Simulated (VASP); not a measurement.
KI: single point with PBE

Crystal: KI.

```
I K
1.0
     4.33326    0.00000    0.00000
     0.00000    4.33326    0.00000
     0.00000    0.00000    4.33326
I K
1 1
Direct
  0.00000 0.00000 0.00000
  0.50000 0.50000 0.50000
```

* Program: VASP 6.6.1
* Task: single point
* Functional: PBE
* Potentials or basis: VASP PAW PBE potentials, release 64 (I, K_sv)
* Cutoff: 500 eV
* k mesh: 4 × 4 × 4, shifted
* Occupations: fermi-dirac, width 0.1 eV
* Spin: no spin polarisation
* Dipole correction: no
* Further INCAR settings: ALGO = Normal; EDIFF = 1e-06; NBANDS = 15

* Pressure: 0.0 GPa
* Band gap on the k mesh: 4.63 eV, indirect (least direct gap 4.86 eV)

Levels at points of the mesh, in eV from the valence-band top:
```tsv
k point	band 5	band 6	band 7	band 8	band 9	band 10	band 11	band 12
(0.12, 0.12, 0.12)	-10.61	-0.44	-0.22	-0.22	4.63	5.83	5.83	8.30
```

Run time: 4 s on 1 thread of Intel(R) Xeon(R) 6975P-C (Granite Rapids), with other jobs on the host, peak memory 0.17 GiB.

Caveat: spin-orbit coupling is left out, which moves the levels of the heavy elements. A k mesh can miss the band edges.
